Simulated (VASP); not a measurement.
Set up this calculation in VASP 6.6.1, as the native input.

```yaml
Task: single point
Functional: PBEsol
Potentials_or_basis: VASP PAW PBE potentials, release 64 (Sn_d, O)
Cutoff: 520 eV
k_mesh: 12 × 12 × 10
Occupations: gaussian, width 0.15 eV
Spin: no spin polarisation
Dipole_correction: no
Further_INCAR_settings: ALGO = Normal; EDIFF = 1e-06; NBANDS = 28
```

The structure of SnO lies in POSCAR:

```
SnO
1.0
    3.8020000000      0.0237625000      0.0000000000
    0.0237625000      3.8020000000      0.0000000000
    0.0000000000      0.0000000000      4.8360000000
Sn O
2 2
Direct
    0.0000000000      0.5000000000      0.2385000000
    0.5000000000      0.0000000000      0.7615000000
    0.0000000000      0.0000000000      0.0000000000
    0.5000000000      0.5000000000      0.0000000000
```

This cell differs from its parent crystal: strain +0.0125 x Voigt [0, 0, 0, 0, 0, 1].

The input as run:

INCAR

```
PREC = Accurate
ENCUT = 520
EDIFF = 1E-6
ISMEAR = 0
SIGMA = 0.15
LREAL = False
LASPH = True
NELM = 60
ALGO = Normal
ISIF = 2
LWAVE = False
LCHARG = True
GGA = PS
LELF = True
LVHAR = True
NBANDS = 28
```

KPOINTS

```
regular mesh
0
Gamma
  12 12 10
```

Potentials or basis: VASP PAW PBE potentials, release 64 (Sn_d, O).

Launch:

```sh
$ cat potpaw_PBE.64/Sn_d/POTCAR potpaw_PBE.64/O/POTCAR > POTCAR
$ mpirun -np 1 vasp_std > vasp.out
```

It gave:

```yaml
Pressure: 0.2 GPa
Largest_force: 0.147 eV/Å
Band_gap_on_the_k_mesh: zero (bands 20 and 21 overlap by 0.02 eV)
```

Caveat: the cell differs from its parent crystal (strain +0.0125 x Voigt [0, 0, 0, 0, 0, 1]); semilocal functionals underestimate gaps, so a narrow gap can read as zero; the PAW data sets were made with another functional, which shifts forces and pressure a little; spin-orbit coupling is left out, which moves the levels of the heavy elements.

Wall time 7.5 min on 1 thread of Intel Xeon 8259CL (shared host), peak memory 0.48 GiB.
